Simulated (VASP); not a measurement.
# ZnO (P6_3mc) in VASP: further runs

Runs on ZnO. Level: PBE. Tasks: single point.

All numbers are computed with VASP 6.6.1; they aren't measurements. Logs are shortened: lines on timing, memory, paths and dates and some standing lists are left out, and cuts for length are marked.

## 1. The cell of the first run

Symmetry: P6_3mc, No. 186, hexagonal system. Conventional cell: a = 3.227 Å, b = 3.227 Å, c = 5.468 Å, α = 90.00°, β = 90.00°, γ = 120.00°. Zn (site symmetry 3m) has 4 O at 1.98 to 2.07 Å within 2.6 Å. O (site symmetry 3m) has 4 Zn at 1.98 to 2.07 Å within 2.6 Å.

## 2. Single point, PBE

Input file INCAR:

```
SYSTEM = ZnO
ALGO = Normal ; EDIFF = 1E-6
ENCUT = 520 ; GGA = PE
ISIF = 2 ; ISMEAR = 0
LASPH = .True. ; LCHARG = .False.
LREAL = .False. ; LWAVE = .False.
NBANDS = 26 ; NELM = 100
PREC = Accurate ; SIGMA = 0.05
```

Input file KPOINTS:

```
k-points
0
Gamma
  12 12 6
  0 0 0
```

Input file POSCAR:

```
ZnO
1.0
    3.2265713051      0.0000000000      0.0000000000
   -1.6132856525      2.7942927174      0.0000000000
    0.0000000000      0.0000000000      5.4681295902
Zn O
2 2
Direct
    0.3333333333      0.6666666667      0.0015026883
    0.6666666667      0.3333333333      0.5015026883
    0.3333333333      0.6666666667      0.3805973117
    0.6666666667      0.3333333333      0.8805973117
```

Potentials or basis: VASP PAW PBE potentials, release 64 (Zn, O).

Command:

```console
> cat potpaw_PBE.64/Zn/POTCAR potpaw_PBE.64/O/POTCAR > POTCAR
> mpirun -np 1 vasp_std > vasp.out
```

OUTCAR:

```text
SYSTEM = ZnO
   EDIFF = 1E-6
   ENCUT = 520
   GGA = PE
   ISIF = 2
   ISMEAR = 0
   LASPH = .True.
   LREAL = .False.
   NELM = 100
   PREC = Accurate

 ion  position               nearest neighbor table
   1  0.333  0.667  0.002-   4 1.98   4 1.98   4 1.98   3 2.07
   2  0.667  0.333  0.502-   3 1.98   3 1.98   3 1.98   4 2.07
   3  0.333  0.667  0.381-   2 1.98   2 1.98   2 1.98   1 2.07
   4  0.667  0.333  0.881-   1 1.98   1 1.98   1 1.98   2 2.07

  LATTYP: Found a hexagonal cell.
 ALAT       =     3.2265713051
 C/A-ratio  =     1.6947183475

  Lattice vectors:

 A1 = (   3.2265713051,   0.0000000000,   0.0000000000)
 A2 = (  -1.6132856525,   2.7942927174,   0.0000000000)
 A3 = (   0.0000000000,   0.0000000000,   5.4681295902)

Analysis of symmetry for initial positions (statically):
=====================================================================
 Subroutine PRICEL returns:
 Original cell was already a primitive cell.

 Routine SETGRP: Setting up the symmetry group for a
 hexagonal supercell.

 Subroutine GETGRP returns: Found 12 space group operations
 (whereof  6 operations were pure point group operations)
 out of a pool of 24 trial point group operations.

The static configuration has the point symmetry C_3v.
 The point group associated with its full space group is C_6v.

Analysis of symmetry for dynamics (positions and initial velocities):
=====================================================================
 Subroutine PRICEL returns:
 Original cell was already a primitive cell.

 Routine SETGRP: Setting up the symmetry group for a
 hexagonal supercell.

 Subroutine GETGRP returns: Found 12 space group operations
 (whereof  6 operations were pure point group operations)
 out of a pool of 24 trial point group operations.

The dynamic configuration has the point symmetry C_3v.
 The point group associated with its full space group is C_6v.

 Subroutine INISYM returns: Found 12 space group operations
 (whereof  6 operations are pure point group operations),
 and found     1 'primitive' translations

----------------------------------------------------------------------------------------

                                     Primitive cell

  volume of cell :      49.3006

  direct lattice vectors                    reciprocal lattice vectors
     3.226571305  0.000000000  0.000000000     0.309926515  0.178936157  0.000000000
    -1.613285652  2.794292717  0.000000000     0.000000000  0.357872314  0.000000000
     0.000000000  0.000000000  5.468129590     0.000000000  0.000000000  0.182877890

  length of vectors
     3.226571305  3.226571305  5.468129590     0.357872314  0.357872314  0.182877890

  position of ions in fractional coordinates (direct lattice)
     0.333333333  0.666666667  0.001502688
     0.666666667  0.333333333  0.501502688
     0.333333333  0.666666667  0.380597312
     0.666666667  0.333333333  0.880597312

  ion indices of the primitive-cell ions
   primitive index   ion index
                 1           1
                 2           2
                 3           3
                 4           4

----------------------------------------------------------------------------------------

 KPOINTS: k-points

Automatic generation of k-mesh.
 Grid dimensions read from file:
 generate k-points for:   12   12    6

 Generating k-lattice:

  Cartesian coordinates                     Fractional coordinates (reciprocal lattice)
     0.025827210  0.014911346  0.000000000     0.083333333  0.000000000  0.000000000
     0.000000000  0.029822693  0.000000000     0.000000000  0.083333333  0.000000000
     0.000000000  0.000000000  0.030479648     0.000000000  0.000000000  0.166666667

  Length of vectors
     0.029822693  0.029822693  0.030479648

  Shift w.r.t. Gamma in fractional coordinates (k-lattice)
     0.000000000  0.000000000  0.000000000

 Subroutine IBZKPT returns following result:
 ===========================================

 Found     76 irreducible k-points:

 Following reciprocal coordinates:
            Coordinates               Weight
  0.000000  0.000000  0.000000      1.000000
  0.083333  0.000000  0.000000      6.000000
  0.166667  0.000000  0.000000      6.000000
  0.250000  0.000000  0.000000      6.000000
  0.333333  0.000000  0.000000      6.000000
  0.416667 -0.000000  0.000000      6.000000
[... 16 lines left out ...]
  0.250000  0.000000  0.166667     12.000000
  0.333333  0.000000  0.166667     12.000000
 [... further k-points ...]
   k-points           NKPTS =     76   k-points in BZ     NKDIM =     76   number of bands    NBANDS=     26
   number of dos      NEDOS =    301   number of ions     NIONS =      4
   total plane-waves  NPLWV =  24192
   dimension x,y,z NGX =    24 NGY =   24 NGZ =   42
   dimension x,y,z NGXF=    48 NGYF=   48 NGZF=   84
   ions per type =               2   2
   NGX,Y,Z   is equivalent  to a cutoff of  12.37, 12.37, 12.77 a.u.
   NGXF,Y,Z  is equivalent  to a cutoff of  24.73, 24.73, 25.54 a.u.
 SYSTEM =  ZnO
   PREC   = accura    normal or accurate (medium, high low for compatibility)
   ISTART =      0    job   : 0-new  1-cont  2-samecut
   ICHARG =      2    charge: 1-file 2-atom 10-const
   ISPIN  =      1    spin polarized calculation?
   LNONCOLLINEAR =      F non collinear calculations
   LSORBIT =      F    spin-orbit coupling
   LASPH  =      T    aspherical Exc in radial PAW
   ENCUT  =  520.0 eV  38.22 Ry    6.18 a.u.   6.00  6.00 10.17*2*pi/ulx,y,z
   NELM   =    100;   NELMIN=  2; NELMDL= -5     # of ELM steps
   EDIFF  = 0.1E-05   stopping-criterion for ELM
   LREAL  =      F    real-space projection
[... 7 lines left out ...]
   TEBEG  =    0.0;   TEEND  =   0.0 temperature during run
   PSTRESS=    0.0 pullay stress
   NELECT =      36.0000    total number of electrons
   NUPDOWN=      -1.0000    fix difference up-down
   EMIN   =  10.00;   EMAX   =-10.00  energy-range for DOS
   EFERMI =   0.00;   METHOD = LEGACY
   ISMEAR =     0;   SIGMA  =   0.05  broadening in eV -4-tet -1-fermi 0-gaus
   EFERMI_NEDOS =   21; number of points for ismear=-14 and -15
   IALGO  =     38    algorithm
   IMIX   =      4    mixing-type and parameters
     AMIX     =   0.40;   BMIX     =  1.00
     AMIX_MAG =   1.60;   BMIX_MAG =  1.00
  volume/ion in A,a.u.               =      12.33        83.17
  Fermi-wavevector in a.u.,A,eV,Ry     =   1.474207  2.785846 29.569338  2.173285
  Thomas-Fermi vector in A             =   2.589006
   LORBIT       =      0    0 simple, 1 ext, 2 COOP (PROOUT), +10 PAW based schemes
   GGA     = PE    functional components
   LHFCALC =     F    Hartree Fock is set to
   AEXX    =    0.0000 exact exchange contribution
   IVDW    =     0    specifies the selected vdW correction
   LEPSILON=     F    determine dielectric tensor
   LRPA    =     F    only Hartree local field effects (RPA)
 non-spin polarized calculation
 Gauss-broadening in eV      SIGMA  =   0.05
  energy-cutoff  :      520.00
  volume of cell :       49.30
 maximum number of plane-waves:      1353
 NGX is ok and might be reduce to    24

 number of electron      36.0000020 magnetization

 Free energy of the ion-electron system (eV)
  ---------------------------------------------------
  ext. energy  EPLUGINS =         0.00000000
  ---------------------------------------------------
  free energy    TOTEN  =       -17.81198481 eV

  energy without entropy =      -17.81198481  energy(sigma->0) =      -17.81198481

 E-fermi :   1.1859     XC(G=0): -10.7268

 val. band max:        0.9468977260   @ k =   0.0000   0.0000   0.0000
 cond. band min:       1.5968011289   @ k =   0.0000   0.0000   0.0000
 fundamental gap:      0.6499034030
 Fermi energy:         1.1859051918

 k-point     1 :       0.0000    0.0000    0.0000
  band No.  band energies     occupation
      1     -16.9330      2.00000
      2     -16.3378      2.00000
      3      -4.6761      2.00000
      4      -4.6761      2.00000
      5      -4.6177      2.00000
      6      -4.5967      2.00000
[... 18 lines left out ...]
     25      15.1737      0.00000
     26      15.1737      0.00000

 k-point     2 :       0.0833    0.0000    0.0000
  band No.  band energies     occupation
      1     -16.8953      2.00000
      2     -16.3179      2.00000
      3      -4.7163      2.00000
      4      -4.6531      2.00000
      5      -4.5955      2.00000
      6      -4.5380      2.00000
[... 18 lines left out ...]
     25      14.6147      0.00000
     26      15.2496      0.00000

 k-point     3 :       0.1667    0.0000    0.0000
  band No.  band energies     occupation
      1     -16.7893      2.00000
      2     -16.2640      2.00000
      3      -4.8146      2.00000
      4      -4.5922      2.00000
      5      -4.5753      2.00000
      6      -4.4898      2.00000
[... 18 lines left out ...]
     25      14.2884      0.00000
     26      15.2851      0.00000

 k-point     4 :       0.2500    0.0000    0.0000
  band No.  band energies     occupation
      1     -16.6362      2.00000
      2     -16.1935      2.00000
      3      -4.9124      2.00000
      4      -4.5994      2.00000
      5      -4.5168      2.00000
      6      -4.3759      2.00000
[... 18 lines left out ...]
     25      14.3802      0.00000
     26      15.1063      0.00000
[... 496 lines left out ...]
      1     -16.7553      2.00000
      2     -16.3005      2.00000
      3      -4.8343      2.00000
      4      -4.6515      2.00000
      5      -4.5827      2.00000
      6      -4.5135      2.00000
[... 18 lines left out ...]
     25      14.2569      0.00000
     26      15.1222      0.00000

 k-point    23 :       0.2500    0.0000    0.1667
  band No.  band energies     occupation
      1     -16.6070      2.00000
      2     -16.2236      2.00000
      3      -4.9304      2.00000
      4      -4.6737      2.00000
      5      -4.5035      2.00000
      6      -4.3909      2.00000
[... 18 lines left out ...]
     25      14.3921      0.00000
     26      15.0110      0.00000

 k-point    24 :       0.3333    0.0000    0.1667
  band No.  band energies     occupation
      1     -16.4465      2.00000
      2     -16.1531      2.00000
      3      -4.9714      2.00000
      4      -4.7029      2.00000
      5      -4.4361      2.00000
      6      -4.2378      2.00000
[... 18 lines left out ...]
     25      14.3486      0.00000
     26      14.9730      0.00000

 [... further k-points ...]

------------------------ aborting loop because EDIFF is reached ----------------------------------------

  FORCE on cell =-STRESS in cart. coord.  units (eV):
  Direction    XX          YY          ZZ          XY          YZ          ZX
  --------------------------------------------------------------------------------------
  -------------------------------------------------------------------------------------
  Total        1.4196987      1.4196987     -1.5437245      0.0000000      0.0000000      0.0000000
  in kB       46.1375784     46.1375784    -50.1681892      0.0000000      0.0000000      0.0000000
  external PRESSURE =      14.0356558 kB  Pullay stress =       0.0000000 kB

 VOLUME and BASIS-vectors are now :
 -----------------------------------------------------------------------------
  energy-cutoff  :      520.00
  volume of cell :       49.30
      direct lattice vectors                 reciprocal lattice vectors
     3.226571305  0.000000000  0.000000000     0.309926515  0.178936157  0.000000000
    -1.613285652  2.794292717  0.000000000     0.000000000  0.357872314  0.000000000
     0.000000000  0.000000000  5.468129590     0.000000000  0.000000000  0.182877890

 POSITION                                       TOTAL-FORCE (eV/Angst)
 -----------------------------------------------------------------------------------
     -0.00000      1.86286      0.00822         0.000000     -0.000000      0.316925
      1.61329      0.93143      2.74228        -0.000000      0.000000      0.316925
     -0.00000      1.86286      2.08116        -0.000000      0.000000     -0.316925
      1.61329      0.93143      4.81522         0.000000     -0.000000     -0.316925
 -----------------------------------------------------------------------------------
    total drift:                               -0.000000     -0.000000      0.003195

  FREE ENERGIE OF THE ION-ELECTRON SYSTEM (eV)
  ---------------------------------------------------
  free  energy   TOTEN  =       -17.8119848134 eV

  energy  without entropy=      -17.8119848134  energy(sigma->0) =      -17.81198481
```

It took 30 s on 1 thread of Intel Xeon 6975P-C (Granite Rapids), shared host; peak memory 0.21 GiB.

What came out:

- Free energy: -17.8120 eV
- Pressure: 1.4 GPa
- Largest force: 0.317 eV/Å
- Band gap on the k mesh: 0.65 eV, direct

Forces on the atoms (eV/Å):
```
Zn   0.000  0.000  0.317
Zn   0.000  0.000  0.317
O    0.000  0.000 -0.317
O    0.000  0.000 -0.317
```

## 3. Single point, PBE

This run uses another cell than the first one, of the same volume but with other edges.

Input file INCAR:

```
ALGO     = Normal         # electronic algorithm
EDIFF    = 1E-6           # SCF threshold, eV
ENCUT    = 520            # plane-wave cutoff, eV
GGA      = PE             # functional
ISIF     = 2              # what is computed and relaxed
ISMEAR   = 0              # smearing method
LASPH    = T              # aspherical terms in the spheres
LCHARG   = F              # write CHGCAR
LREAL    = F              # projectors in reciprocal space
LWAVE    = F              # write WAVECAR
NBANDS   = 26             # bands
NELM     = 60             # most SCF steps
PREC     = Accurate       # precision mode
SIGMA    = 0.05           # smearing width, eV
```

Input file KPOINTS:

```
k-points
0
Gamma
  12 12 6
```

Input file POSCAR:

```
ZnO
1.0
    3.5327076967      0.0000000000      0.0000000000
   -1.7663538483      3.0594146095      0.0000000000
    0.0000000000      0.0000000000      4.5614815618
Zn O
2 2
Direct
    0.3333333333      0.6666666667      0.0015026883
    0.6666666667      0.3333333333      0.5015026883
    0.3333333333      0.6666666667      0.3805973117
    0.6666666667      0.3333333333      0.8805973117
```

Potentials or basis: VASP PAW PBE potentials, release 64 (Zn, O).

Command:

```console
> cat potpaw_PBE.64/Zn/POTCAR potpaw_PBE.64/O/POTCAR > POTCAR
> mpirun -np 1 vasp_std > vasp.out
```

It took 38 s on 1 thread of Intel Xeon 6975P-C (Granite Rapids), shared host; peak memory 0.22 GiB.

It converged, with:

```yaml
Free_energy: -16.6053 eV
Pressure: 11.9 GPa
Largest_force: 4.025 eV/Å
Band_gap_on_the_k_mesh: 0.78 eV, direct
```

Forces on the atoms (eV/Å):
```
Zn   0.000  0.000 -4.025
Zn   0.000  0.000 -4.025
O    0.000  0.000  4.025
O    0.000  0.000  4.025
```

Stress tensor (GPa, compression positive):
```
-7.91  0.00  0.00
 0.00 -7.91  0.00
 0.00  0.00 51.61
```

Levels at points of the mesh, in eV from the valence-band top:
```tsv
k point	band 16	band 17	band 18	band 19	band 20	band 21
(0.00, 0.00, 0.00)	-0.12	-0.12	0.00	0.78	4.58	10.26
(0.50, 0.00, 0.00)	-2.56	-1.08	-0.52	5.21	6.34	7.09
(0.00, 0.00, 0.50)	-0.72	-0.72	-0.72	3.77	3.77	11.23
(0.50, 0.00, 0.50)	-1.50	-0.56	-0.56	5.83	5.83	7.76
```

Caveat: forces of over 1 eV/Å act on the atoms, so gaps and moduli don't describe the material at rest. A k mesh can miss the band edges.

## 4. Single point, PBE

This run uses another cell than the first one, of the same volume but with other edges.

Input file INCAR:

```
PREC     = Accurate       # precision mode
ENCUT    = 520            # plane-wave cutoff, eV
EDIFF    = 1E-7           # SCF threshold, eV
ISMEAR   = 0              # smearing method
SIGMA    = 0.05           # smearing width, eV
LREAL    = F              # projectors in reciprocal space
LASPH    = T              # aspherical terms in the spheres
NELM     = 100            # most SCF steps
ALGO     = Normal         # electronic algorithm
ISIF     = 2              # what is computed and relaxed
LWAVE    = F              # write WAVECAR
LCHARG   = F              # write CHGCAR
GGA      = PE             # functional
NBANDS   = 26             # bands
```

Input file KPOINTS:

```
regular mesh
0
Gamma
  12 12 6
```

Input file POSCAR:

```
ZnO
1.0
    3.0048531289      0.0000000000      0.0000000000
   -1.5024265644      2.6022791443      0.0000000000
    0.0000000000      0.0000000000      6.3048510930
Zn O
2 2
Direct
    0.3333333333      0.6666666667      0.0015026883
    0.6666666667      0.3333333333      0.5015026883
    0.3333333333      0.6666666667      0.3805973117
    0.6666666667      0.3333333333      0.8805973117
```

Command:

```console
> cat potpaw_PBE.64/Zn/POTCAR potpaw_PBE.64/O/POTCAR > POTCAR
> mpirun -np 1 vasp_std > vasp.out
```

Wall time 33 s (1 thread of Intel Xeon 6975P-C (Granite Rapids), shared host); peak memory 0.22 GiB.

Results (log left out):

- Free energy: -16.6398 eV
- Pressure: 11.7 GPa
- Largest force: 0.796 eV/Å
- Band gap on the k mesh: zero (filled and empty bands touch)

Forces on the atoms (eV/Å):
```
Zn   0.000  0.000  0.796
Zn   0.000  0.000  0.796
O    0.000  0.000 -0.796
O    0.000  0.000 -0.796
```

Stress tensor (GPa, compression positive):
```
 25.45   0.00   0.00
  0.00  25.45   0.00
  0.00   0.00 -15.91
```

Levels at points of the mesh, in eV from the Fermi level:
```
           k point  band 16  band 17  band 18  band 19  band 20  band 21
(0.00, 0.00, 0.00)    -0.30    -0.07    -0.02    -0.02     4.68     6.53
(0.50, 0.00, 0.00)    -1.82    -1.64    -1.09     5.02     5.99     6.18
(0.00, 0.00, 0.50)    -0.17    -0.17    -0.17     2.44     2.44     8.46
(0.50, 0.00, 0.50)    -2.12    -1.37    -1.37     4.75     4.75     7.62
```

## 5. Overview

| cell | gap on the mesh (eV) | pressure (GPa) | largest force (eV/Å) |
| --- | --- | --- | --- |
| a = 3.227, b = 3.227, c = 5.468 Å, angles 90.0, 90.0, 120.0°, 4 atoms | 0.65 | 1.4 | 0.32 |
| a = 3.533, b = 3.533, c = 4.561 Å, angles 90.0, 90.0, 120.0°, 4 atoms | 0.78 | 11.9 | 4.03 |
| a = 3.005, b = 3.005, c = 6.305 Å, angles 90.0, 90.0, 120.0°, 4 atoms | none | 11.7 | 0.80 |

Alike in all rows: task single point; level PBE; potentials or basis VASP PAW PBE potentials, release 64 (Zn, O); no spin polarisation; k mesh 12 × 12 × 6; cutoff (eV) 520; smearing gaussian 0.05 eV.

Caveats: forces of over 1 eV/Å act on the atoms, so gaps and moduli don't describe the material at rest (some runs).

Total energies depend on the potentials used, so only differences within one code and one set of settings carry meaning.
